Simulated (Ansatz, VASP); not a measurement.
# Two plane-wave programs on Pt

File INCAR:

```
ALGO = Fast
EDIFF = 1E-7
ENCUT = 520
GGA = PS
ISIF = 2
ISMEAR = 0
LASPH = T
LCHARG = T
LELF = T
LREAL = F
LVHAR = T
LWAVE = F
NBANDS = 11
NELM = 80
PREC = Accurate
SIGMA = 0.15
```

KPOINTS

```
k-points
0
Gamma
  26 26 26
```

POSCAR

```
Pt
1.0
   -1.5604706012      1.5604706012      1.6540988373
    1.5604706012     -1.5604706012      1.6540988373
    1.5604706012      1.5604706012     -1.6540988373
Pt
1
Direct
    0.0000000000      0.0000000000      0.0000000000
```

Input for Ansatz:

```yaml
crystal:
  lattice:
    - [-1.5604706012, 1.5604706012, 1.6540988373]
    - [1.5604706012, -1.5604706012, 1.6540988373]
    - [1.5604706012, 1.5604706012, -1.6540988373]
  atoms:
    - { symbol: Pt, position: [0.0, 0.0, 0.0] }
basis:
  ecutwfc: 420
kpoints:
  mp_grid: { grid: [26, 26, 26] }
hamiltonian:
  xc: pbesol
scf:
  occupations: { method: gaussian, width: 0.15 }
output:
  forces: true
  stress: true
  eigenvalues: true
```

Change from the starting cell: strain +0.0600 x Voigt [0, 0, 1, 0, 0, 0], atoms carried along.

Alike in both runs: task single point; functional PBEsol; k mesh 26 × 26 × 26; occupations gaussian, width 0.15 eV; no spin polarisation.

|  | VASP | Ansatz |
| --- | --- | --- |
| version | VASP 6.6.1 | Ansatz 0.2.0 |
| potentials or method | VASP PAW PBE potentials, release 64 (Pt), cutoff 520 eV | scalar-relativistic, plane waves, PAW |
| valence electrons in the cell | 10 | 18 |

|  | VASP | Ansatz | Ansatz less VASP |
| --- | --- | --- | --- |
| gap on the k mesh at the Fermi level (eV) | none | none | - |
| pressure (GPa) | -14.2 | -13.9 | +0.35 |
| traceless stress, the component that is largest in VASP (GPa) | 2.72 | 2.73 | +0.003 |

VASP's potentials were made for PBE, not for PBEsol. A gap of «none» marks a metal or a gap that the smearing closes. VASP's potentials hold 10 valence electrons a cell and Ansatz's 18, so a difference there can come from the potentials and not from the codes.

Spin-orbit coupling is off throughout.
